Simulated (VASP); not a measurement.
A run of VASP 6.6.1 is set up as follows.

File INCAR:

```
PREC     = Accurate       # precision mode
ENCUT    = 520            # plane-wave cutoff, eV
EDIFF    = 1E-6           # SCF threshold, eV
ISMEAR   = -1             # smearing method
SIGMA    = 0.05           # smearing width, eV
LREAL    = F              # projectors in reciprocal space
LASPH    = T              # aspherical terms in the spheres
NELM     = 150            # most SCF steps
ALGO     = Normal         # electronic algorithm
ISIF     = 2              # what is computed and relaxed
LWAVE    = F              # write WAVECAR
LCHARG   = F              # write CHGCAR
ISPIN    = 2              # spin polarisation
MAGMOM   = 1 0 0          # initial moments
LORBIT   = 11             # projections on sites
LMAXMIX  = 6              # l up to which the mixer works
NBANDS   = 23             # bands
```

Contents of KPOINTS:

```
regular mesh
0
Gamma
  9 9 9
```

File POSCAR:

```
CeO2
1.0
    0.0000000000      2.6484579828      2.6484579828
    2.6484579828      0.0000000000      2.6484579828
    2.6484579828      2.6484579828      0.0000000000
Ce O
1 2
Direct
    0.0000000000      0.0000000000      0.0000000000
    0.7500000000      0.7500000000      0.7500000000
    0.2500000000      0.2500000000      0.2500000000
```

Potentials or basis: VASP PAW LDA potentials, release 64 (Ce, O).

Run with:

```sh
$ cat potpaw_LDA.64/Ce/POTCAR potpaw_LDA.64/O/POTCAR > POTCAR
$ mpirun -np 1 vasp_std > vasp.out
```

Question: Predict the band gap on the k mesh.

Answer: 2.11 eV (least direct gap 2.18 eV).

Question: Estimate the pressure.

Answer: 8.2 GPa.

Question: Predict the net moment.

Answer: 0.00 μB per cell.

Caveat: the magnetic or orbital state may not be the lowest; the cell stands under pressure; spin-orbit coupling is left out, which moves the levels of the heavy elements; an odd mesh through Γ misses points on the zone boundary, where band edges can lie; semilocal functionals describe open f shells poorly, which spoils levels, moments and volumes. The state reached can hang on the start; a lower one may exist.
